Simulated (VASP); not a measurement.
Set up this calculation in VASP 6.6.1, as the native input.

```
Task                   : single point
Functional             : r2SCAN
Potentials or basis    : VASP PAW PBE potentials, release 64 (Li_sv, F)
Cutoff                 : 520 eV
k mesh                 : 10 × 10 × 10
Occupations            : gaussian, width 0.01 eV
Spin                   : no spin polarisation
Dipole correction      : no
Further INCAR settings : ALGO = Normal; EDIFF = 1e-06; NBANDS = 12
```

Crystal: LiF (Griceite).

```
Li F
1.0
     0.00000    2.01462    2.01462
     2.01462    0.00000    2.01462
     2.01462    2.01462    0.00000
Li F
1 1
Direct
  0.00000 0.00000 0.00000
  0.50000 0.50000 0.50000
```

This cell differs from its parent crystal: volume changed by +3%.

These files were run (other wordings do the same):

POSCAR

```
LiF
1.0
    0.0000000000      2.0146216519      2.0146216519
    2.0146216519      0.0000000000      2.0146216519
    2.0146216519      2.0146216519      0.0000000000
Li F
1 1
Direct
    0.0000000000      0.0000000000      0.0000000000
    0.5000000000      0.5000000000      0.5000000000
```

INCAR.step1

```
  PREC = Accurate
  ENCUT = 520
  ISMEAR = 0
  SIGMA = 0.01
  LREAL = False
  LASPH = True
  NELM = 80
  NBANDS = 12
  GGA = PE
  ALGO = Normal
  EDIFF = 1E-4
  LWAVE = True
  LCHARG = False
```

INCAR.step2

```
  PREC = Accurate
  ENCUT = 520
  EDIFF = 1E-6
  ISMEAR = 0
  SIGMA = 0.01
  LREAL = False
  LASPH = True
  NELM = 80
  ALGO = Normal
  ISIF = 2
  LWAVE = False
  LCHARG = False
  METAGGA = R2SCAN
  LMIXTAU = True
  NBANDS = 12
  ISTART = 1
```

KPOINTS

```
Automatic mesh
0
Gamma
  10 10 10
```

Potentials or basis: VASP PAW PBE potentials, release 64 (Li_sv, F).

Command:

```bash
$ cat potpaw_PBE.64/Li_sv/POTCAR potpaw_PBE.64/F/POTCAR > POTCAR
$ cp INCAR.step1 INCAR
$ mpirun -np 1 vasp_std > vasp.out
$ cp INCAR.step2 INCAR
$ mpirun -np 1 vasp_std > vasp.out
```

It gave:

The band gap on the k mesh is 10.26 eV, direct.

It used 21 s of CPU time on 1 thread of Intel Xeon 6975P-C (shared host).
